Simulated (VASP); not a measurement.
Here is a VASP 6.6.1 calculation.

File INCAR:

```
SYSTEM = Ga3I2
ALGO = Normal ; EDIFF = 1E-6
ENCUT = 520 ; GGA = PE
ISIF = 2 ; ISMEAR = 0
LASPH = .True. ; LCHARG = .False.
LREAL = .False. ; LWAVE = .False.
NBANDS = 34 ; NELM = 80
PREC = Accurate ; SIGMA = 0.1
```

Contents of KPOINTS:

```
k-points
0
Gamma
  12 12 4
  0 0 0
```

Contents of POSCAR:

```
Ga3I2
1.0
    4.4518149590      0.0000000000      0.0000000000
   -2.2259074795      3.8553848475      0.0000000000
    0.0000000000      0.0000000000     10.1020080086
Ga I
3 2
Direct
    0.0000000000      0.0000000000      0.0000000000
    0.3333333333      0.6666666667      0.4782352414
    0.6666666667      0.3333333333      0.5217647586
    0.3333333333      0.6666666667      0.2011444497
    0.6666666667      0.3333333333      0.7988555503
```

Potentials or basis: VASP PAW PBE potentials, release 64 (Ga_d, I).

Launch:

```console
$ cat potpaw_PBE.64/Ga_d/POTCAR potpaw_PBE.64/I/POTCAR > POTCAR
$ mpirun -np 1 vasp_std > vasp.out
```

Q: What does it give for the largest force?

A: 0.006 eV/Å.

Q: What does it give for the pressure?

A: 0.0 GPa.

Forces in eV/Å, atoms in the order of the input:
```
Ga   0.000  0.000  0.000
Ga   0.000  0.000  0.005
Ga   0.000  0.000 -0.005
I    0.000  0.000  0.006
I    0.000  0.000 -0.006
```
